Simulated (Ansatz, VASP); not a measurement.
## Two plane-wave programs on SrCl2

```
Sr Cl
1.0
     0.00000    3.62492    3.34608
     3.62492    0.00000    3.34608
     3.62492    3.62492    0.00000
Sr Cl
1 2
Direct
  0.00000 0.00000 0.00000
  0.25000 0.25000 0.25000
  0.75000 0.75000 0.75000
```

Change from the starting cell: strain +0.040 along x and y, -0.040 along z, atoms carried along.

Alike in both runs: task single point; functional r2SCAN; k mesh 6 × 6 × 6; occupations gaussian, width 0.05 eV; no spin polarisation.

|  | VASP | Ansatz |
| --- | --- | --- |
| version | VASP 6.6.1 | Ansatz 0.2.0 |
| potentials or method | VASP PAW PBE potentials, release 64 (Sr_sv, Cl), cutoff 520 eV | scalar-relativistic, plane waves, PAW |
| valence electrons in the cell | 24 | 24 |

|  | VASP | Ansatz | Ansatz less VASP |
| --- | --- | --- | --- |
| gap on the k mesh at the Fermi level (eV) | 5.32 | 5.31 | -0.002 |
| least direct gap on the mesh (eV) | 5.57 | 5.57 | -0.003 |
| pressure (GPa) | -0.9 | -0.9 | -0.02 |
| traceless stress, the component that is largest in VASP (GPa) | 2.90 | 2.91 | +0.015 |

VASP's potentials were made for PBE, not for r2SCAN.
